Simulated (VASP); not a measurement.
# Cu (Fm-3m) in VASP: notebook

Aim: see how the results for Cu move with the level of theory and the settings. Levels: PBE, r2SCAN. Tasks: single point.

Program: VASP 6.6.1. These are calculated values, not measurements. Logs are shortened: lines on timing, memory, paths and dates and some standing lists are left out, and cuts for length are marked.

## 1. The cell of the first run

The structure is cubic, space group Fm-3m (No. 225). Conventional cell: a = 3.610 Å, b = 3.610 Å, c = 3.610 Å, α = 90.00°, β = 90.00°, γ = 90.00°. Within 3.4 Å of Cu (site symmetry m-3m) lie 12 Cu at 2.55 Å.

## 2. Single point, PBE

INCAR

```
SYSTEM = Cu
  PREC = Accurate
  ENCUT = 520
  EDIFF = 1E-6
  ISMEAR = 0
  SIGMA = 0.05
  LREAL = .FALSE.
  LASPH = .TRUE.
  NELM = 60
  ALGO = Normal
  ISIF = 2
  LWAVE = .FALSE.
  LCHARG = .FALSE.
  GGA = PE
  NBANDS = 12
```

KPOINTS

```
Automatic mesh
0
G
  10 10 10
  0 0 0
```

POSCAR

```
Cu
1.0
    0.0000000000      1.8050000000      1.8050000000
    1.8050000000      0.0000000000      1.8050000000
    1.8050000000      1.8050000000      0.0000000000
Cu
1
Direct
    0.0000000000      0.0000000000      0.0000000000
```

Potentials or basis: VASP PAW PBE potentials, release 64 (Cu).

The run is started by

```bash
$ cat potpaw_PBE.64/Cu/POTCAR > POTCAR
$ mpirun -np 1 vasp_std > vasp.out
```

OUTCAR:

```text
SYSTEM = Cu
   PREC = Accurate
   ENCUT = 520
   EDIFF = 1E-6
   ISMEAR = 0
   LREAL = .FALSE.
   LASPH = .TRUE.
   NELM = 60
   ISIF = 2
   GGA = PE

 ion  position               nearest neighbor table
   1  0.000  0.000  0.000-

  LATTYP: Found a face centered cubic cell.
 ALAT       =     3.6100000000

  Lattice vectors:

 A1 = (   0.0000000000,   1.8050000000,   1.8050000000)
 A2 = (   1.8050000000,   0.0000000000,   1.8050000000)
 A3 = (   1.8050000000,   1.8050000000,   0.0000000000)

Analysis of symmetry for initial positions (statically):
=====================================================================
 Subroutine PRICEL returns:
 Original cell was already a primitive cell.

 Routine SETGRP: Setting up the symmetry group for a
 face centered cubic supercell.

 Subroutine GETGRP returns: Found 48 space group operations
 (whereof 48 operations were pure point group operations)
 out of a pool of 48 trial point group operations.

The static configuration has the point symmetry O_h .

Analysis of symmetry for dynamics (positions and initial velocities):
=====================================================================
 Subroutine PRICEL returns:
 Original cell was already a primitive cell.

 Routine SETGRP: Setting up the symmetry group for a
 face centered cubic supercell.

 Subroutine GETGRP returns: Found 48 space group operations
 (whereof 48 operations were pure point group operations)
 out of a pool of 48 trial point group operations.

The dynamic configuration has the point symmetry O_h .

 Subroutine INISYM returns: Found 48 space group operations
 (whereof 48 operations are pure point group operations),
 and found     1 'primitive' translations

----------------------------------------------------------------------------------------

                                     Primitive cell

  volume of cell :      11.7615

  direct lattice vectors                    reciprocal lattice vectors
     0.000000000  1.805000000  1.805000000    -0.277008310  0.277008310  0.277008310
     1.805000000  0.000000000  1.805000000     0.277008310 -0.277008310  0.277008310
     1.805000000  1.805000000  0.000000000     0.277008310  0.277008310 -0.277008310

  length of vectors
     2.552655480  2.552655480  2.552655480     0.479792467  0.479792467  0.479792467

  position of ions in fractional coordinates (direct lattice)
     0.000000000  0.000000000  0.000000000

  ion indices of the primitive-cell ions
   primitive index   ion index
                 1           1

----------------------------------------------------------------------------------------

[... 81 lines left out ...]
   NUPDOWN=      -1.0000    fix difference up-down
   EMIN   =  10.00;   EMAX   =-10.00  energy-range for DOS
   EFERMI =   0.00;   METHOD = LEGACY
   ISMEAR =     0;   SIGMA  =   0.05  broadening in eV -4-tet -1-fermi 0-gaus
   EFERMI_NEDOS =   21; number of points for ismear=-14 and -15
   IALGO  =     38    algorithm
   IMIX   =      4    mixing-type and parameters
     AMIX     =   0.40;   BMIX     =  1.00
     AMIX_MAG =   1.60;   BMIX_MAG =  1.00
  volume/ion in A,a.u.               =      11.76        79.37
  Fermi-wavevector in a.u.,A,eV,Ry     =   1.600977  3.025409 34.873480  2.563128
  Thomas-Fermi vector in A             =   2.698028
   LORBIT       =      0    0 simple, 1 ext, 2 COOP (PROOUT), +10 PAW based schemes
   GGA     = PE    functional components
   LHFCALC =     F    Hartree Fock is set to
   AEXX    =    0.0000 exact exchange contribution
   IVDW    =     0    specifies the selected vdW correction
   LEPSILON=     F    determine dielectric tensor
   LRPA    =     F    only Hartree local field effects (RPA)
 non-spin polarized calculation
 Gauss-broadening in eV      SIGMA  =   0.05
  energy-cutoff  :      520.00
  volume of cell :       11.76
 maximum number of plane-waves:       332
   NGX =  9   NGY =  9   NGZ =  9

 number of electron      11.0000003 magnetization

 Free energy of the ion-electron system (eV)
  ---------------------------------------------------
  ext. energy  EPLUGINS =         0.00000000
  ---------------------------------------------------
  free energy    TOTEN  =        -3.71118880 eV

  energy without entropy =       -3.71030486  energy(sigma->0) =       -3.71074683

 E-fermi :   7.5050     XC(G=0): -12.7499

 val. band max:        7.4385474309   @ k =   0.5000   0.2000   0.1000
 cond. band min:       7.5181148698   @ k =   0.5000   0.1000   0.0000
 fundamental gap:      0.0795674389
 Fermi energy:         7.5050434606

 k-point     1 :       0.0000    0.0000    0.0000
  band No.  band energies     occupation
      1      -1.7457      2.00000
      2       4.5999      2.00000
      3       4.5999      2.00000
      4       4.5999      2.00000
      5       5.4276      2.00000
      6       5.4276      2.00000
      7      30.2646      0.00000
      8      32.9413      0.00000
      9      32.9414      0.00000
     10      32.9414      0.00000
     11      35.4371      0.00000
     12      35.4371      0.00000
[... 331 lines left out ...]
 k-point    24 :       0.4000    0.3000    0.0000
  band No.  band energies     occupation
      1       2.6213      2.00000
      2       3.5262      2.00000
      3       5.1304      2.00000
      4       5.5663      2.00000
      5       5.9671      2.00000
      6       6.5832      2.00000
      7      19.8001      0.00000
      8      20.6282      0.00000
      9      22.6159      0.00000
     10      26.7097      0.00000
     11      30.4157      0.00000
     12      45.3283      0.00000

 [... further k-points ...]

------------------------ aborting loop because EDIFF is reached ----------------------------------------

  FORCE on cell =-STRESS in cart. coord.  units (eV):
  Direction    XX          YY          ZZ          XY          YZ          ZX
  --------------------------------------------------------------------------------------
  -------------------------------------------------------------------------------------
  Total        0.2421365      0.2421365      0.2421365     -0.0000000      0.0000000      0.0000000
  in kB       32.9844485     32.9844485     32.9844485     -0.0000000      0.0000000      0.0000000
  external PRESSURE =      32.9844485 kB  Pullay stress =       0.0000000 kB

 VOLUME and BASIS-vectors are now :
 -----------------------------------------------------------------------------
  energy-cutoff  :      520.00
  volume of cell :       11.76
      direct lattice vectors                 reciprocal lattice vectors
     0.000000000  1.805000000  1.805000000    -0.277008310  0.277008310  0.277008310
     1.805000000  0.000000000  1.805000000     0.277008310 -0.277008310  0.277008310
     1.805000000  1.805000000  0.000000000     0.277008310  0.277008310 -0.277008310

 POSITION                                       TOTAL-FORCE (eV/Angst)
 -----------------------------------------------------------------------------------
      0.00000      0.00000      0.00000        -0.000000      0.000000     -0.000000
 -----------------------------------------------------------------------------------
    total drift:                                0.000000      0.000000      0.000000

  FREE ENERGIE OF THE ION-ELECTRON SYSTEM (eV)
  ---------------------------------------------------
  free  energy   TOTEN  =        -3.7111887985 eV

  energy  without entropy=       -3.7103048626  energy(sigma->0) =       -3.71074683
```

OSZICAR:

```text
N       E                     dE             d eps       ncg     rms          rms(c)
DAV:   1     0.429970846172E+02    0.42997E+02   -0.54281E+03  1252   0.153E+03
DAV:   2    -0.314486174304E+01   -0.46142E+02   -0.42669E+02  1168   0.203E+02
DAV:   3    -0.460947702588E+01   -0.14646E+01   -0.14473E+01  1348   0.414E+01
DAV:   4    -0.461952066304E+01   -0.10044E-01   -0.10042E-01  1268   0.297E+00
DAV:   5    -0.461960763922E+01   -0.86976E-04   -0.86975E-04  1352   0.283E-01    0.766E+00
DAV:   6    -0.408549296808E+01    0.53411E+00   -0.14319E+01  1328   0.717E+01    0.389E+00
DAV:   7    -0.372407921042E+01    0.36141E+00   -0.22674E+00  1344   0.284E+01    0.604E-01
DAV:   8    -0.371244584992E+01    0.11633E-01   -0.42978E-03  1280   0.807E-01    0.270E-01
DAV:   9    -0.371118984731E+01    0.12560E-02   -0.78182E-03  1408   0.153E+00    0.333E-02
DAV:  10    -0.371118924523E+01    0.60207E-06   -0.75623E-05  1660   0.153E-01    0.377E-03
DAV:  11    -0.371118879846E+01    0.44677E-06   -0.15064E-06   916   0.172E-02
   1 F= -.37111888E+01 E0= -.37107468E+01  d E =-.883936E-03
```

Run time: 4.7 s. Hardware: 1 thread of Intel Xeon Platinum 8375C at 2.90GHz (Ice Lake), shared host; peak memory 0.12 GiB.

Results:

- Free energy: -3.7112 eV
- Pressure: 3.3 GPa

Levels at points of the mesh, in eV from the Fermi level:
| k point | band 3 | band 4 | band 5 | band 6 | band 7 | band 8 | band 9 | band 10 |
| --- | --- | --- | --- | --- | --- | --- | --- | --- |
| (0.00, 0.00, 0.00) | -2.91 | -2.91 | -2.08 | -2.08 | 22.76 | 25.44 | 25.44 | 25.44 |
| (0.50, 0.00, 0.00) | -2.94 | -1.51 | -1.51 | -0.88 | 3.91 | 21.25 | 22.27 | 22.27 |
| (0.50, 0.50, 0.00) | -1.52 | -1.36 | -1.36 | 1.63 | 7.28 | 13.25 | 13.25 | 17.75 |

## 3. Single point, PBE

This run uses another cell than the first one, of 11.97 Å³/atom, 1.018 times its volume.

INCAR

```
ALGO     = Normal         # electronic algorithm
EDIFF    = 1E-6           # SCF threshold, eV
ENCUT    = 520            # plane-wave cutoff, eV
GGA      = PE             # functional
ISIF     = 2              # what is computed and relaxed
ISMEAR   = 0              # smearing method
LASPH    = T              # aspherical terms in the spheres
LCHARG   = F              # write CHGCAR
LREAL    = F              # projectors in reciprocal space
LWAVE    = F              # write WAVECAR
NBANDS   = 12             # bands
NELM     = 80             # most SCF steps
PREC     = Accurate       # precision mode
SIGMA    = 0.05           # smearing width, eV
```

KPOINTS

```
k-points
0
Gamma
  10 10 10
```

POSCAR

```
Cu
1.0
    0.0000000000      1.8154809678      1.8154809678
    1.8154809678      0.0000000000      1.8154809678
    1.8154809678      1.8154809678      0.0000000000
Cu
1
Direct
    0.0000000000      0.0000000000      0.0000000000
```

Potentials or basis: VASP PAW PBE potentials, release 64 (Cu).

The run is started by

```bash
$ cat potpaw_PBE.64/Cu/POTCAR > POTCAR
$ mpirun -np 1 vasp_std > vasp.out
```

Wall time 4.7 s (1 thread of Intel Xeon Platinum 8375C at 2.90GHz (Ice Lake), shared host); peak memory 0.12 GiB.

It converged, with:

| Property | Result |
| --- | --- |
| Free energy | -3.7138 eV |
| Pressure | 0.7 GPa |

Levels at points of the mesh, in eV from the Fermi level:
| k point | band 2 | band 3 | band 4 | band 5 | band 6 | band 7 | band 8 | band 9 | band 10 | band 11 |
| --- | --- | --- | --- | --- | --- | --- | --- | --- | --- | --- |
| (0.00, 0.00, 0.00) | -2.86 | -2.86 | -2.86 | -2.06 | -2.06 | 22.61 | 25.15 | 25.15 | 25.15 | 27.63 |
| (0.50, 0.00, 0.00) | -2.90 | -2.90 | -1.50 | -1.50 | -0.84 | 3.81 | 21.11 | 21.99 | 21.99 | 25.01 |
| (0.50, 0.50, 0.00) | -4.23 | -1.52 | -1.36 | -1.36 | 1.63 | 7.14 | 13.10 | 13.10 | 17.56 | 20.16 |

(Continued in part 2 of 2.)
